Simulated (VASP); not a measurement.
# Cd2TeO3 (P6/mmm) in VASP: notebook

Cd2TeO3 is run at these levels: PBE; tasks: single point, relaxation of cell and atoms.

Everything below comes from runs of VASP 6.6.1. Logs are shortened: lines on timing, memory, paths and dates and some standing lists are left out, and cuts for length are marked.

### Step 1. The cell of the first run

The structure is hexagonal, space group P6/mmm (No. 191). Conventional cell: a = 6.047 Å, b = 6.047 Å, c = 2.982 Å, α = 90.00°, β = 90.00°, γ = 120.00°. Cd (site symmetry -6m2) has 6 O at 2.30 Å and 2 Cd at 2.98 Å within 3.0 Å. Within 3.9 Å of Te (site symmetry 6/mmm) lie 2 Te at 2.98 Å and 12 O at 3.37 Å and 6 Cd at 3.49 Å. O (site symmetry mmm) has 4 Cd at 2.30 Å and 2 O at 2.98 Å within 3.0 Å.

### Step 2. Single point, PBE

INCAR reads:

```
SYSTEM = Cd2TeO3
PREC     = Accurate       ! precision mode
ENCUT    = 520            ! plane-wave cutoff, eV
EDIFF    = 1E-7           ! SCF threshold, eV
ISMEAR   = 0              ! smearing method
SIGMA    = 0.1            ! smearing width, eV
LREAL    = .False.        ! projectors in reciprocal space
LASPH    = .True.         ! aspherical terms in the spheres
NELM     = 60             ! most SCF steps
ALGO     = Normal         ! electronic algorithm
ISIF     = 2              ! what is computed and relaxed
LWAVE    = .False.        ! write WAVECAR
LCHARG   = .True.         ! write CHGCAR
GGA      = PE             ! functional
LELF     = .True.         ! ELF
LVHAR    = .True.       
NBANDS   = 33             ! bands
```

KPOINTS reads:

```
regular mesh
0
Gamma
  3 3 6
  0 0 0
```

POSCAR reads:

```
Cd2TeO3
1.0
    6.0469247872      0.0000000000      0.0000000000
   -3.0234623936      5.2367904805      0.0000000000
    0.0000000000      0.0000000000      2.9816875461
Cd Te O
2 1 3
Direct
    0.3333333333      0.6666666667      0.5000000000
    0.6666666667      0.3333333333      0.5000000000
    0.0000000000      0.0000000000      0.5000000000
    0.0000000000      0.5000000000      0.0000000000
    0.5000000000      0.0000000000      0.0000000000
    0.5000000000      0.5000000000      0.0000000000
```

Potentials or basis: VASP PAW PBE potentials, release 64 (Cd, Te, O).

Launch:

```
cat potpaw_PBE.64/Cd/POTCAR potpaw_PBE.64/Te/POTCAR potpaw_PBE.64/O/POTCAR > POTCAR
mpirun -np 1 vasp_std > vasp.out
```

OUTCAR:

```text
SYSTEM = Cd2TeO3
   PREC = Accurate
   ENCUT = 520
   EDIFF = 1E-7
   ISMEAR = 0
   LREAL = .False.
   LASPH = .True.
   NELM = 60
   ISIF = 2
   GGA = PE

 ion  position               nearest neighbor table
   1  0.333  0.667  0.500-   4 2.30   4 2.30   5 2.30   5 2.30   6 2.30   6 2.30   3 3.49   2 3.49
                             2 3.49   3 3.49   3 3.49   2 3.49
   2  0.667  0.333  0.500-   4 2.30   4 2.30   5 2.30   5 2.30   6 2.30   6 2.30   3 3.49   1 3.49
                             1 3.49   3 3.49   3 3.49   1 3.49
   3  0.000  0.000  0.500-   1 3.49   2 3.49   2 3.49   1 3.49   2 3.49   1 3.49
   4  0.000  0.500  0.000-   1 2.30   2 2.30   1 2.30   2 2.30
   5  0.500  0.000  0.000-   1 2.30   2 2.30   1 2.30   2 2.30
   6  0.500  0.500  0.000-   1 2.30   2 2.30   1 2.30   2 2.30

  LATTYP: Found a hexagonal cell.
 ALAT       =     6.0469247872
 C/A-ratio  =     0.4930915550

  Lattice vectors:

 A1 = (   6.0469247872,   0.0000000000,   0.0000000000)
 A2 = (  -3.0234623936,   5.2367904805,   0.0000000000)
 A3 = (   0.0000000000,   0.0000000000,   2.9816875461)

Analysis of symmetry for initial positions (statically):
=====================================================================
 Subroutine PRICEL returns:
 Original cell was already a primitive cell.

 Routine SETGRP: Setting up the symmetry group for a
 hexagonal supercell.

 Subroutine GETGRP returns: Found 24 space group operations
 (whereof 24 operations were pure point group operations)
 out of a pool of 24 trial point group operations.

The static configuration has the point symmetry D_6h.

Analysis of symmetry for dynamics (positions and initial velocities):
=====================================================================
 Subroutine PRICEL returns:
 Original cell was already a primitive cell.

 Routine SETGRP: Setting up the symmetry group for a
 hexagonal supercell.

 Subroutine GETGRP returns: Found 24 space group operations
 (whereof 24 operations were pure point group operations)
 out of a pool of 24 trial point group operations.

The dynamic configuration has the point symmetry D_6h.

 Subroutine INISYM returns: Found 24 space group operations
 (whereof 24 operations are pure point group operations),
 and found     1 'primitive' translations

----------------------------------------------------------------------------------------

                                     Primitive cell

  volume of cell :      94.4195

  direct lattice vectors                    reciprocal lattice vectors
     6.046924787  0.000000000  0.000000000     0.165373315  0.095478328  0.000000000
    -3.023462394  5.236790480  0.000000000     0.000000000  0.190956656  0.000000000
     0.000000000  0.000000000  2.981687546     0.000000000  0.000000000  0.335380547

  length of vectors
     6.046924787  6.046924787  2.981687546     0.190956656  0.190956656  0.335380547

  position of ions in fractional coordinates (direct lattice)
     0.333333333  0.666666667  0.500000000
     0.666666667  0.333333333  0.500000000
     0.000000000  0.000000000  0.500000000
     0.000000000  0.500000000  0.000000000
     0.500000000  0.000000000  0.000000000
     0.500000000  0.500000000  0.000000000

  ion indices of the primitive-cell ions
   primitive index   ion index
                 1           1
                 2           2
                 3           3
                 4           4
                 5           5
                 6           6

----------------------------------------------------------------------------------------

 KPOINTS: regular mesh

Automatic generation of k-mesh.
 Grid dimensions read from file:
 generate k-points for:    3    3    6

 Generating k-lattice:

  Cartesian coordinates                     Fractional coordinates (reciprocal lattice)
     0.055124438  0.031826109  0.000000000     0.333333333  0.000000000  0.000000000
     0.000000000  0.063652219  0.000000000     0.000000000  0.333333333  0.000000000
     0.000000000  0.000000000  0.055896758     0.000000000  0.000000000  0.166666667

  Length of vectors
     0.063652219  0.063652219  0.055896758

  Shift w.r.t. Gamma in fractional coordinates (k-lattice)
     0.000000000  0.000000000  0.000000000

 Subroutine IBZKPT returns following result:
 ===========================================

 Found     12 irreducible k-points:

 Following reciprocal coordinates:
            Coordinates               Weight
  0.000000  0.000000  0.000000      1.000000
  0.333333  0.000000  0.000000      6.000000
  0.333333  0.333333  0.000000      2.000000
  0.000000  0.000000  0.166667      2.000000
  0.333333  0.000000  0.166667     12.000000
  0.333333  0.333333  0.166667      4.000000
  0.000000  0.000000  0.333333      2.000000
  0.333333  0.000000  0.333333     12.000000
  0.333333  0.333333  0.333333      4.000000
  0.000000  0.000000  0.500000      1.000000
  0.333333  0.000000  0.500000      6.000000
  0.333333  0.333333  0.500000      2.000000
   k-points           NKPTS =     12   k-points in BZ     NKDIM =     12   number of bands    NBANDS=     33
   number of dos      NEDOS =    301   number of ions     NIONS =      6
   total plane-waves  NPLWV =  55296
   dimension x,y,z NGX =    48 NGY =   48 NGZ =   24
   dimension x,y,z NGXF=    96 NGYF=   96 NGZF=   48
   ions per type =               2   1   3
   NGX,Y,Z   is equivalent  to a cutoff of  13.20, 13.20, 13.38 a.u.
   NGXF,Y,Z  is equivalent  to a cutoff of  26.39, 26.39, 26.76 a.u.
 SYSTEM =  Cd2TeO3
   PREC   = accura    normal or accurate (medium, high low for compatibility)
   ISTART =      0    job   : 0-new  1-cont  2-samecut
   ICHARG =      2    charge: 1-file 2-atom 10-const
   ISPIN  =      1    spin polarized calculation?
   LNONCOLLINEAR =      F non collinear calculations
   LSORBIT =      F    spin-orbit coupling
   LASPH  =      T    aspherical Exc in radial PAW
   ENCUT  =  520.0 eV  38.22 Ry    6.18 a.u.  11.24 11.24  5.54*2*pi/ulx,y,z
   NELM   =     60;   NELMIN=  2; NELMDL= -5     # of ELM steps
   EDIFF  = 0.1E-06   stopping-criterion for ELM
   LREAL  =      F    real-space projection
   EDIFFG = 0.1E-05   stopping-criterion for IOM
   NSW    =      0    number of steps for IOM
   IBRION =     -1    ionic relax: 0-MD 1-quasi-New 2-CG
   NFREE  =      0    steps in history (QN), initial steepest desc. (CG)
   ISIF   =      2    stress and relaxation
   ISYM   =      2    0-nonsym 1-usesym 2-fastsym
   POTIM  = 0.5000    time-step for ionic-motion
   TEBEG  =    0.0;   TEEND  =   0.0 temperature during run
   PSTRESS=    0.0 pullay stress
   NELECT =      48.0000    total number of electrons
   NUPDOWN=      -1.0000    fix difference up-down
   EMIN   =  10.00;   EMAX   =-10.00  energy-range for DOS
   EFERMI =   0.00;   METHOD = LEGACY
   ISMEAR =     0;   SIGMA  =   0.10  broadening in eV -4-tet -1-fermi 0-gaus
   EFERMI_NEDOS =   21; number of points for ismear=-14 and -15
   IALGO  =     38    algorithm
   IMIX   =      4    mixing-type and parameters
     AMIX     =   0.40;   BMIX     =  1.00
     AMIX_MAG =   1.60;   BMIX_MAG =  1.00
  volume/ion in A,a.u.               =      15.74       106.20
  Fermi-wavevector in a.u.,A,eV,Ry     =   1.306576  2.469070 23.227054  1.707140
  Thomas-Fermi vector in A             =   2.437369
   LORBIT       =      0    0 simple, 1 ext, 2 COOP (PROOUT), +10 PAW based schemes
   GGA     = PE    functional components
   LHFCALC =     F    Hartree Fock is set to
   AEXX    =    0.0000 exact exchange contribution
   IVDW    =     0    specifies the selected vdW correction
   LEPSILON=     F    determine dielectric tensor
   LRPA    =     F    only Hartree local field effects (RPA)
 non-spin polarized calculation
 Gauss-broadening in eV      SIGMA  =   0.10
  energy-cutoff  :      520.00
  volume of cell :       94.42
 maximum number of plane-waves:      2589
 NGX is ok and might be reduce to    48
   NGX = 23   NGY = 23   NGZ = 11

 number of electron      48.0000005 magnetization

 Free energy of the ion-electron system (eV)
  ---------------------------------------------------
  ext. energy  EPLUGINS =         0.00000000
  ---------------------------------------------------
  free energy    TOTEN  =       -20.77048023 eV

  energy without entropy =      -20.73404006  energy(sigma->0) =      -20.75226015

 E-fermi :   3.0141     XC(G=0): -10.7890

 val. band max:        3.0044938197   @ k =   0.3333   0.0000   0.3333
 cond. band min:       3.0221764721   @ k =   0.3333   0.3333   0.3333
 fundamental gap:      0.0176826524
 Fermi energy:         3.0140971059

 k-point     1 :       0.0000    0.0000    0.0000
  band No.  band energies     occupation
      1     -14.1679      2.00000
      2     -13.4408      2.00000
      3     -13.4408      2.00000
      4      -8.9975      2.00000
      5      -4.8184      2.00000
      6      -4.1162      2.00000
[... 25 lines left out ...]
     32      14.6429      0.00000
     33      15.2273      0.00000

 k-point     2 :       0.3333    0.0000    0.0000
  band No.  band energies     occupation
      1     -14.0145      2.00000
      2     -13.6057      2.00000
      3     -13.4442      2.00000
      4      -9.1041      2.00000
      5      -4.6395      2.00000
      6      -4.2803      2.00000
[... 25 lines left out ...]
     32      12.9478      0.00000
     33      13.7654      0.00000

 k-point     3 :       0.3333    0.3333    0.0000
  band No.  band energies     occupation
      1     -13.8077      2.00000
      2     -13.8077      2.00000
      3     -13.4572      2.00000
      4      -9.1557      2.00000
      5      -4.4372      2.00000
      6      -4.4372      2.00000
[... 25 lines left out ...]
     32      13.2888      0.00000
     33      13.4609      0.00000

 k-point     4 :       0.0000    0.0000    0.1667
  band No.  band energies     occupation
      1     -14.0122      2.00000
      2     -13.3926      2.00000
      3     -13.3926      2.00000
      4      -8.6026      2.00000
      5      -4.4008      2.00000
      6      -3.9017      2.00000
[... 25 lines left out ...]
     32      14.0436      0.00000
     33      14.0830      0.00000

 k-point     5 :       0.3333    0.0000    0.1667
  band No.  band energies     occupation
      1     -13.8798      2.00000
      2     -13.5310      2.00000
      3     -13.3959      2.00000
      4      -8.6914      2.00000
      5      -4.3011      2.00000
      6      -4.0727      2.00000
[... 25 lines left out ...]
     32      13.1548      0.00000
     33      14.1991      0.00000

 k-point     6 :       0.3333    0.3333    0.1667
  band No.  band energies     occupation
      1     -13.7025      2.00000
      2     -13.7025      2.00000
      3     -13.4063      2.00000
      4      -8.7350      2.00000
      5      -4.1771      2.00000
      6      -4.1771      2.00000
[... 25 lines left out ...]
     32      13.4018      0.00000
     33      14.1497      0.00000

 k-point     7 :       0.0000    0.0000    0.3333
  band No.  band energies     occupation
      1     -13.6776      2.00000
      2     -13.2947      2.00000
      3     -13.2947      2.00000
      4      -7.5416      2.00000
      5      -4.2356      2.00000
      6      -4.2356      2.00000
[... 25 lines left out ...]
     32      11.6435      0.00000
     33      13.2640      0.00000

 k-point     8 :       0.3333    0.0000    0.3333
  band No.  band energies     occupation
      1     -13.5943      2.00000
      2     -13.3781      2.00000
      3     -13.2975      2.00000
      4      -7.5619      2.00000
      5      -4.1860      2.00000
      6      -4.1434      2.00000
[... 25 lines left out ...]
     32      12.0537      0.00000
     33      12.4173      0.00000

 k-point     9 :       0.3333    0.3333    0.3333
  band No.  band energies     occupation
      1     -13.4840      2.00000
      2     -13.4840      2.00000
      3     -13.3035      2.00000
      4      -7.5741      2.00000
      5      -4.1350      2.00000
      6      -4.0765      2.00000
[... 25 lines left out ...]
     32      12.2810      0.00000
     33      12.2810      0.00000

 k-point    10 :       0.0000    0.0000    0.5000
  band No.  band energies     occupation
      1     -13.4964      2.00000
      2     -13.2452      2.00000
      3     -13.2452      2.00000
      4      -6.7107      2.00000
      5      -4.4783      2.00000
      6      -4.4783      2.00000
[... 25 lines left out ...]
     32      12.2108      0.00000
     33      12.2108      0.00000

 k-point    11 :       0.3333    0.0000    0.5000
  band No.  band energies     occupation
      1     -13.4423      2.00000
      2     -13.2999      2.00000
      3     -13.2475      2.00000
      4      -6.6272      2.00000
      5      -4.4191      2.00000
      6      -4.2617      2.00000
[... 25 lines left out ...]
     32      11.7659      0.00000
     33      11.9669      0.00000

 k-point    12 :       0.3333    0.3333    0.5000
  band No.  band energies     occupation
      1     -13.3699      2.00000
      2     -13.3699      2.00000
      3     -13.2515      2.00000
      4      -6.5886      2.00000
      5      -4.3623      2.00000
      6      -4.0139      2.00000
[... 25 lines left out ...]
     32      13.1470      0.00000
     33      13.1514      0.00000

------------------------ aborting loop because EDIFF is reached ----------------------------------------

  FORCE on cell =-STRESS in cart. coord.  units (eV):
  Direction    XX          YY          ZZ          XY          YZ          ZX
  --------------------------------------------------------------------------------------
  -------------------------------------------------------------------------------------
  Total        0.5330017      0.5330017      0.7521935      0.0000000      0.0000000      0.0000000
  in kB        9.0443492      9.0443492     12.7637497      0.0000000      0.0000000      0.0000000
  external PRESSURE =      10.2841493 kB  Pullay stress =       0.0000000 kB

 VOLUME and BASIS-vectors are now :
 -----------------------------------------------------------------------------
  energy-cutoff  :      520.00
  volume of cell :       94.42
      direct lattice vectors                 reciprocal lattice vectors
     6.046924787  0.000000000  0.000000000     0.165373315  0.095478328  0.000000000
    -3.023462394  5.236790480  0.000000000     0.000000000  0.190956656  0.000000000
     0.000000000  0.000000000  2.981687546     0.000000000  0.000000000  0.335380547

 POSITION                                       TOTAL-FORCE (eV/Angst)
 -----------------------------------------------------------------------------------
     -0.00000      3.49119      1.49084         0.000000     -0.000000      0.000000
      3.02346      1.74560      1.49084        -0.000000      0.000000     -0.000000
      0.00000      0.00000      1.49084        -0.000000      0.000000      0.000000
     -1.51173      2.61840      0.00000        -0.000000      0.000000      0.000000
      3.02346      0.00000      0.00000        -0.000000      0.000000      0.000000
      1.51173      2.61840      0.00000        -0.000000      0.000000      0.000000
 -----------------------------------------------------------------------------------
    total drift:                               -0.000000      0.000000      0.000000

  FREE ENERGIE OF THE ION-ELECTRON SYSTEM (eV)
  ---------------------------------------------------
  free  energy   TOTEN  =       -20.7704802298 eV

  energy  without entropy=      -20.7340400647  energy(sigma->0) =      -20.75226015
```

Run time: 42 s. Hardware: 1 thread of Intel Xeon 6975P-C (Granite Rapids), shared host; peak memory 0.23 GiB.

Results:

```yaml
Free_energy: -20.7705 eV
Pressure: 1.0 GPa
Band_gap_on_the_k_mesh: zero (band 24 reaches 3.46 eV, above the bottom of band 25 at 2.69 eV)
```

Levels at points of the mesh, in eV from the Fermi level:
```csv
k point,band 21,band 22,band 23,band 24,band 25,band 26,band 27,band 28
"(0.00, 0.00, 0.00)",-0.82,0.03,0.03,0.45,0.45,1.75,4.36,5.49
"(0.00, 0.00, 0.50)",-1.51,-0.47,-0.47,-0.47,0.17,0.17,4.34,7.33
```

Caveat: the k points lie up to 0.40 Å⁻¹ apart; spin-orbit coupling is left out, which moves the levels of the heavy elements.

### Step 3. Single point, PBE

This run uses another cell than the first one, of 17.46 Å³/atom, 1.110 times its volume.

INCAR reads:

```
SYSTEM = Cd2TeO3
ALGO     = Normal         ! electronic algorithm
EDIFF    = 1E-6           ! SCF threshold, eV
ENCUT    = 520            ! plane-wave cutoff, eV
GGA      = PE             ! functional
ISIF     = 2              ! what is computed and relaxed
ISMEAR   = 0              ! smearing method
LASPH    = .TRUE.         ! aspherical terms in the spheres
LCHARG   = .FALSE.        ! write CHGCAR
LREAL    = .FALSE.        ! projectors in reciprocal space
LWAVE    = .FALSE.        ! write WAVECAR
NBANDS   = 33             ! bands
NELM     = 80             ! most SCF steps
PREC     = Accurate       ! precision mode
SIGMA    = 0.1            ! smearing width, eV
```

KPOINTS reads:

```
k-points
0
G
  3 3 6
  0 0 0
```

POSCAR reads:

```
Cd2TeO3
1.0
    5.9466101000      0.0000000000      0.0000000000
   -2.9733050500      5.1499154100      0.0000000000
    0.0000000000      0.0000000000      3.4215706500
Cd Te O
2 1 3
Direct
    0.3333333300      0.6666666700      0.5000000000
    0.6666666700      0.3333333300      0.5000000000
    0.0000000000      0.0000000000      0.5000000000
    0.0000000000      0.5000000000      0.0000000000
    0.5000000000      0.0000000000      0.0000000000
    0.5000000000      0.5000000000      0.0000000000
```

Potentials or basis: VASP PAW PBE potentials, release 64 (Cd, Te, O).

Launch:

```
cat potpaw_PBE.64/Cd/POTCAR potpaw_PBE.64/Te/POTCAR potpaw_PBE.64/O/POTCAR > POTCAR
mpirun -np 1 vasp_std > vasp.out
```

Wall time 34 s (1 thread of Intel Xeon 6975P-C (Granite Rapids), shared host); peak memory 0.25 GiB.

It converged, with:

```
Free energy            : -19.8989 eV
Pressure               : -8.6 GPa
Band gap on the k mesh : zero (band 24 reaches 2.66 eV, above the bottom of band 25 at 2.00 eV)
```

Stress tensor (GPa, compression positive):
```
 -3.10   0.00   0.00
  0.00  -3.10   0.00
  0.00   0.00 -19.60
```

Levels at points of the mesh, in eV from the Fermi level:
| k point | band 21 | band 22 | band 23 | band 24 | band 25 | band 26 | band 27 | band 28 |
| --- | --- | --- | --- | --- | --- | --- | --- | --- |
| (0.00, 0.00, 0.00) | -0.32 | -0.28 | -0.28 | 0.61 | 0.61 | 1.01 | 2.12 | 4.88 |
| (0.00, 0.00, 0.50) | -1.39 | -0.81 | -0.81 | -0.17 | 0.14 | 0.14 | 3.37 | 5.83 |

Caveat: the k points lie up to 0.41 Å⁻¹ apart; spin-orbit coupling is left out, which moves the levels of the heavy elements.

(Continued in part 2 of 2.)
